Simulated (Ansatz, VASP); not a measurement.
## ZrB2 in VASP and in Ansatz

Contents of INCAR:

```
SYSTEM = ZrB2
PREC = Accurate
ENCUT = 520
EDIFF = 1E-6
ISMEAR = 0
SIGMA = 0.1
LREAL = .False.
LASPH = .True.
NELM = 150
ALGO = Normal
ISIF = 2
LWAVE = .False.
LCHARG = .False.
ISPIN = 2
MAGMOM = 1 0 0
LORBIT = 11
LMAXMIX = 4
GGA = PE
NBANDS = 20
```

The input KPOINTS:

```
regular mesh
0
Gamma
  6 6 6
  0 0 0
```

The input POSCAR:

```
ZrB2
1.0
    3.1649997100      0.0000000000      0.0000000000
   -1.5824998600      2.7409701500      0.0000000000
    0.0000000000      0.0000000000      3.5199999800
Zr B
1 2
Direct
    0.0000000000      0.0000000000      0.0000000000
    0.3333333300      0.6666666700      0.5000000000
    0.6666666700      0.3333333300      0.5000000000
```

Input for Ansatz:

```yaml
crystal:
  lattice:
    - [3.16499971, 0.0, 0.0]
    - [-1.58249986, 2.74097015, 0.0]
    - [0.0, 0.0, 3.51999998]
  atoms:
    - { symbol: Zr, position: [0.0, 0.0, 0.0], spin: 1.0 }
    - { symbol: B, position: [0.33333333, 0.66666667, 0.5] }
    - { symbol: B, position: [0.66666667, 0.33333333, 0.5] }
basis:
  ecutwfc: 420
kpoints:
  mp_grid: { grid: [6, 6, 6] }
hamiltonian:
  xc: pbe
scf:
  occupations: { method: gaussian, width: 0.1 }
  lower_state_search: "off"
output:
  forces: true
  stress: true
  eigenvalues: true
  populations: true
magnetization:
  spin_polarized: true
```

Alike in both runs: task single point; functional PBE; k mesh 6 × 6 × 6; occupations gaussian, width 0.1 eV; collinear spin.

|  | VASP | Ansatz |
| --- | --- | --- |
| version | VASP 6.6.1 | Ansatz 0.2.0 |
| potentials or method | VASP PAW PBE potentials, release 64 (Zr_sv, B), cutoff 520 eV | scalar-relativistic, plane waves, PAW |
| valence electrons in the cell | 18 | 18 |

VASP gave:

```
gap on the k mesh at the Fermi level (eV)                     : none
pressure (GPa)                                                : 2.8
traceless stress, the component that is largest in VASP (GPa) : -0.31
net moment per atom (μB)                                      : 0.00
```

Problem. Which values does Ansatz return?

Solution. gap on the k mesh at the Fermi level (eV): none; pressure (GPa): 2.6; traceless stress, the component that is largest in VASP (GPa): -0.36; net moment per atom (μB): 0.00.

A gap of «none» marks a metal or a gap that the smearing closes. With one functional, cell and mesh, what is left measures potentials, basis and numerics. Ansatz's warnings: seeded moment not kept.

The k mesh is coarse, so the values compare programs but aren't converged.
